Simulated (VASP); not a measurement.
# Pt in VASP: single point with PBE

Aim: the single point of Pt with PBE.

Program: VASP 6.6.1. These are calculated values, not measurements. Logs are shortened: lines on timing, memory, paths and dates and some standing lists are left out, and cuts for length are marked.

## 1. The cell of the first run

The cell holds a sheet with vacuum, 1 atom: a = 2.179 Å, b = 3.076 Å, c = 14.000 Å, α = 90.00°, β = 90.00°, γ = 90.00°.

## 2. Single point, PBE

Contents of INCAR:

```
ALGO = Normal
DIPOL = 0.5 0.5 0.500
EDIFF = 1E-6
ENCUT = 520
GGA = PE
IDIPOL = 3
ISIF = 2
ISMEAR = 0
LASPH = True
LCHARG = True
LDIPOL = True
LELF = True
LREAL = False
LVACPOTAV = True
LVHAR = True
LWAVE = False
NBANDS = 11
NELM = 100
PREC = Accurate
SIGMA = 0.1
```

Contents of KPOINTS:

```
k-points
0
Gamma
  8 6 1
```

Contents of POSCAR:

```
Pt
1.0
    2.1790610000      0.0000000000      0.0000000000
    0.0000000000      3.0759100000      0.0000000000
    0.0000000000      0.0000000000     14.0000000000
Pt
1
Direct
    0.0000000000      0.5000000000      0.5000000000
```

Potentials or basis: VASP PAW PBE potentials, release 64 (Pt).

Run with:

```sh
cat potpaw_PBE.64/Pt/POTCAR > POTCAR
mpirun -np 1 vasp_std > vasp.out
```

OUTCAR:

```text
EDIFF = 1E-6
   ENCUT = 520
   GGA = PE
   ISIF = 2
   ISMEAR = 0
   LASPH = True
   LREAL = False
   NELM = 100
   PREC = Accurate

 ion  position               nearest neighbor table
   1  0.000  0.500  0.500-

  LATTYP: Found a simple orthorhombic cell.
 ALAT       =     2.1790610000
 B/A-ratio  =     1.4115759036
 C/A-ratio  =     6.4247857219

  Lattice vectors:

 A1 = (   2.1790610000,   0.0000000000,   0.0000000000)
 A2 = (   0.0000000000,   3.0759100000,   0.0000000000)
 A3 = (   0.0000000000,   0.0000000000,  14.0000000000)

Analysis of symmetry for initial positions (statically):
=====================================================================
 Subroutine PRICEL returns:
 Original cell was already a primitive cell.

 Routine SETGRP: Setting up the symmetry group for a
 simple orthorhombic supercell.

 Subroutine GETGRP returns: Found  8 space group operations
 (whereof  8 operations were pure point group operations)
 out of a pool of  8 trial point group operations.

The static configuration has the point symmetry D_2h.

Analysis of symmetry for dynamics (positions and initial velocities):
=====================================================================
 Subroutine PRICEL returns:
 Original cell was already a primitive cell.

 Routine SETGRP: Setting up the symmetry group for a
 simple orthorhombic supercell.

 Subroutine GETGRP returns: Found  8 space group operations
 (whereof  8 operations were pure point group operations)
 out of a pool of  8 trial point group operations.

The dynamic configuration has the point symmetry D_2h.

 Subroutine INISYM returns: Found  8 space group operations
 (whereof  8 operations are pure point group operations),
 and found     1 'primitive' translations

----------------------------------------------------------------------------------------

                                     Primitive cell

  volume of cell :      93.8363

  direct lattice vectors                    reciprocal lattice vectors
     2.179061000  0.000000000  0.000000000     0.458913266  0.000000000  0.000000000
     0.000000000  3.075910000  0.000000000     0.000000000  0.325107041  0.000000000
     0.000000000  0.000000000 14.000000000     0.000000000  0.000000000  0.071428571

  length of vectors
     2.179061000  3.075910000 14.000000000     0.458913266  0.325107041  0.071428571

  position of ions in fractional coordinates (direct lattice)
     0.000000000  0.500000000  0.500000000

  ion indices of the primitive-cell ions
   primitive index   ion index
                 1           1

----------------------------------------------------------------------------------------

 KPOINTS: k-points

Automatic generation of k-mesh.
 Grid dimensions read from file:
 generate k-points for:    8    6    1

 Generating k-lattice:

  Cartesian coordinates                     Fractional coordinates (reciprocal lattice)
     0.057364158  0.000000000  0.000000000     0.125000000  0.000000000  0.000000000
     0.000000000  0.054184507  0.000000000     0.000000000  0.166666667  0.000000000
     0.000000000  0.000000000  0.071428571     0.000000000  0.000000000  1.000000000

  Length of vectors
     0.057364158  0.054184507  0.071428571

  Shift w.r.t. Gamma in fractional coordinates (k-lattice)
     0.000000000  0.000000000  0.000000000

 Subroutine IBZKPT returns following result:
 ===========================================

 Found     20 irreducible k-points:

 Following reciprocal coordinates:
            Coordinates               Weight
  0.000000  0.000000  0.000000      1.000000
  0.125000  0.000000  0.000000      2.000000
  0.250000  0.000000  0.000000      2.000000
  0.375000  0.000000  0.000000      2.000000
  0.500000  0.000000  0.000000      1.000000
  0.000000  0.166667  0.000000      2.000000
[... 12 lines left out ...]
  0.375000  0.500000  0.000000      2.000000
  0.500000  0.500000  0.000000      1.000000
   k-points           NKPTS =     20   k-points in BZ     NKDIM =     20   number of bands    NBANDS=     11
   number of dos      NEDOS =    301   number of ions     NIONS =      1
   total plane-waves  NPLWV =  41472
   dimension x,y,z NGX =    16 NGY =   24 NGZ =  108
   dimension x,y,z NGXF=    32 NGYF=   48 NGZF=  216
   ions per type =               1
   NGX,Y,Z   is equivalent  to a cutoff of  12.21, 12.97, 12.82 a.u.
   NGXF,Y,Z  is equivalent  to a cutoff of  24.41, 25.94, 25.65 a.u.
 SYSTEM =  unknown system
   PREC   = accura    normal or accurate (medium, high low for compatibility)
   ISTART =      0    job   : 0-new  1-cont  2-samecut
   ICHARG =      2    charge: 1-file 2-atom 10-const
   ISPIN  =      1    spin polarized calculation?
   LNONCOLLINEAR =      F non collinear calculations
   LSORBIT =      F    spin-orbit coupling
   LASPH  =      T    aspherical Exc in radial PAW
   ENCUT  =  520.0 eV  38.22 Ry    6.18 a.u.   4.05  5.72 26.03*2*pi/ulx,y,z
   NELM   =    100;   NELMIN=  2; NELMDL= -5     # of ELM steps
   EDIFF  = 0.1E-05   stopping-criterion for ELM
   LREAL  =      F    real-space projection
   EDIFFG = 0.1E-04   stopping-criterion for IOM
   NSW    =      0    number of steps for IOM
   IBRION =     -1    ionic relax: 0-MD 1-quasi-New 2-CG
   NFREE  =      0    steps in history (QN), initial steepest desc. (CG)
   ISIF   =      2    stress and relaxation
   ISYM   =      2    0-nonsym 1-usesym 2-fastsym
   POTIM  = 0.5000    time-step for ionic-motion
   TEBEG  =    0.0;   TEEND  =   0.0 temperature during run
   PSTRESS=    0.0 pullay stress
   NELECT =      10.0000    total number of electrons
   NUPDOWN=      -1.0000    fix difference up-down
   EMIN   =  10.00;   EMAX   =-10.00  energy-range for DOS
   EFERMI =   0.00;   METHOD = LEGACY
   ISMEAR =     0;   SIGMA  =   0.10  broadening in eV -4-tet -1-fermi 0-gaus
   EFERMI_NEDOS =   21; number of points for ismear=-14 and -15
   IALGO  =     38    algorithm
   IMIX   =      4    mixing-type and parameters
     AMIX     =   0.40;   BMIX     =  1.00
     AMIX_MAG =   1.60;   BMIX_MAG =  1.00
  volume/ion in A,a.u.               =      93.84       633.24
  Fermi-wavevector in a.u.,A,eV,Ry     =   0.776160  1.466729  8.196477  0.602424
  Thomas-Fermi vector in A             =   1.878579
   LORBIT       =      0    0 simple, 1 ext, 2 COOP (PROOUT), +10 PAW based schemes
   GGA     = PE    functional components
   LHFCALC =     F    Hartree Fock is set to
   AEXX    =    0.0000 exact exchange contribution
   IVDW    =     0    specifies the selected vdW correction
   LEPSILON=     F    determine dielectric tensor
   LRPA    =     F    only Hartree local field effects (RPA)
 non-spin polarized calculation
 Gauss-broadening in eV      SIGMA  =   0.10
  energy-cutoff  :      520.00
  volume of cell :       93.84
 maximum number of plane-waves:      2574
   NGX =  9   NGY = 11   NGZ = 53

 number of electron      10.0000000 magnetization

 dipolmoment           0.000000      0.000000     -0.000000 electrons x Angstroem

 number of electron       9.9999997 magnetization

 dipolmoment           0.000000      0.000000      0.000000 electrons x Angstroem

 Free energy of the ion-electron system (eV)
  ---------------------------------------------------
  ext. energy  EPLUGINS =         0.00000000
  ---------------------------------------------------
  free energy    TOTEN  =        -3.66647349 eV

  energy without entropy =       -3.64837832  energy(sigma->0) =       -3.65742590

 E-fermi :  -3.2017     XC(G=0):  -3.3315

 val. band max:       -3.2262456837   @ k =   0.1250   0.0000   0.0000
 cond. band min:      -3.1651551755   @ k =   0.2500   0.3333   0.0000
 fundamental gap:      0.0610905082
 Fermi energy:        -3.2016541121

 k-point     1 :       0.0000    0.0000    0.0000
  band No.  band energies     occupation
      1     -12.0734      2.00000
      2      -8.4797      2.00000
      3      -5.7733      2.00000
      4      -4.8744      2.00000
      5      -1.7207      0.00000
      6      -1.6537      0.00000
      7      -1.4411      0.00000
      8       2.3856      0.00000
      9       3.3968      0.00000
     10       4.0078      0.00000
     11       6.8356      0.00000

 k-point     2 :       0.1250    0.0000    0.0000
  band No.  band energies     occupation
      1     -10.6189      2.00000
      2      -8.1259      2.00000
      3      -5.4977      2.00000
      4      -4.6936      2.00000
      5      -3.8696      2.00000
      6      -3.2262      1.27199
      7       0.0701      0.00000
      8       2.8673      0.00000
      9       4.0136      0.00000
     10       4.4831      0.00000
     11       7.4668      0.00000

 k-point     3 :       0.2500    0.0000    0.0000
  band No.  band energies     occupation
      1      -7.1789      2.00000
      2      -6.6982      2.00000
      3      -6.4106      2.00000
      4      -5.8065      2.00000
      5      -4.7094      2.00000
      6      -4.2321      2.00000
      7       1.8152      0.00000
      8       4.3091      0.00000
      9       5.6179      0.00000
     10       5.9053      0.00000
     11       9.1077      0.00000

 k-point     4 :       0.3750    0.0000    0.0000
  band No.  band energies     occupation
      1      -8.2541      2.00000
      2      -7.7251      2.00000
      3      -6.0072      2.00000
      4      -3.8624      2.00000
      5      -3.7286      2.00000
      6      -1.5771      0.00000
      7       4.2261      0.00000
      8       6.6951      0.00000
      9       8.0739      0.00000
     10       8.2456      0.00000
     11       9.1281      0.00000

 k-point     5 :       0.5000    0.0000    0.0000
  band No.  band energies     occupation
      1      -8.9152      2.00000
      2      -8.4115      2.00000
      3      -5.4536      2.00000
      4      -3.5054      1.99998
      5      -3.2597      1.58834
      6       0.9606      0.00000
      7       6.4797      0.00000
      8       7.7287      0.00000
      9       9.0685      0.00000
     10       9.7262      0.00000
     11      10.5074      0.00000
[... 155 lines left out ...]
 k-point    17 :       0.1250    0.5000    0.0000
  band No.  band energies     occupation
      1     -10.4306      2.00000
      2      -6.1514      2.00000
      3      -5.0479      2.00000
      4      -4.8233      2.00000
      5      -3.4467      1.99947
      6      -1.7670      0.00000
      7      -0.2416      0.00000
      8       3.2508      0.00000
      9       6.0012      0.00000
     10       6.5809      0.00000
     11       6.7784      0.00000

 k-point    18 :       0.2500    0.5000    0.0000
  band No.  band energies     occupation
      1      -7.3316      2.00000
      2      -6.5682      2.00000
      3      -6.1169      2.00000
      4      -5.5021      2.00000
      5      -4.3971      2.00000
      6      -0.8354      0.00000
      7       1.7303      0.00000
      8       5.3462      0.00000
      9       7.2004      0.00000
     10       8.1226      0.00000
     11       8.2222      0.00000

 k-point    19 :       0.3750    0.5000    0.0000
  band No.  band energies     occupation
      1      -9.1297      2.00000
      2      -8.0268      2.00000
      3      -4.7602      2.00000
      4      -3.7838      2.00000
      5      -2.4210      0.00000
      6       1.6252      0.00000
      7       3.9541      0.00000
      8       7.9095      0.00000
      9       8.9166      0.00000
     10      10.5161      0.00000
     11      10.6132      0.00000

 k-point    20 :       0.5000    0.5000    0.0000
  band No.  band energies     occupation
      1      -9.7747      2.00000
      2      -8.7061      2.00000
      3      -4.4171      2.00000
      4      -3.4681      1.99984
      5      -1.2612      0.00000
      6       4.8156      0.00000
      7       5.4351      0.00000
      8      10.0854      0.00000
      9      10.1389      0.00000
     10      11.0289      0.00000
     11      11.1049      0.00000

------------------------ aborting loop because EDIFF is reached ----------------------------------------

  FORCE on cell =-STRESS in cart. coord.  units (eV):
  Direction    XX          YY          ZZ          XY          YZ          ZX
  --------------------------------------------------------------------------------------
  -------------------------------------------------------------------------------------
  Total       12.4799342     -3.0749920     -0.0136957      0.0000000      0.0000000      0.0000000
  in kB      213.0844852    -52.5029286     -0.2338423      0.0000000      0.0000000      0.0000000
  external PRESSURE =      53.4492381 kB  Pullay stress =       0.0000000 kB

 VOLUME and BASIS-vectors are now :
 -----------------------------------------------------------------------------
  energy-cutoff  :      520.00
  volume of cell :       93.84
      direct lattice vectors                 reciprocal lattice vectors
     2.179061000  0.000000000  0.000000000     0.458913266  0.000000000  0.000000000
     0.000000000  3.075910000  0.000000000     0.000000000  0.325107041  0.000000000
     0.000000000  0.000000000 14.000000000     0.000000000  0.000000000  0.071428571

 POSITION                                       TOTAL-FORCE (eV/Angst)
 -----------------------------------------------------------------------------------
      0.00000      1.53795      7.00000         0.000000      0.000000      0.000000
 -----------------------------------------------------------------------------------
    total drift:                               -0.000000      0.000000      0.000000

  FREE ENERGIE OF THE ION-ELECTRON SYSTEM (eV)
  ---------------------------------------------------
  free  energy   TOTEN  =        -3.6664734876 eV

  energy  without entropy=       -3.6483783189  energy(sigma->0) =       -3.65742590

 vacuum level on the upper side and lower side of the slab         2.727         2.727
```

Wall time 9.8 s (1 thread of AMD EPYC 9R45 (Zen 5), shared host); peak memory 0.16 GiB.

Results:

| Quantity | Value |
| --- | --- |
| Free energy | -3.6665 eV |
| Band gap on the k mesh | zero (band 5 reaches -1.26 eV, above the bottom of band 6 at -4.52 eV) |

Caveat: the k points lie up to 0.36 Å⁻¹ apart; spin-orbit coupling is left out, which moves the levels of the heavy elements.
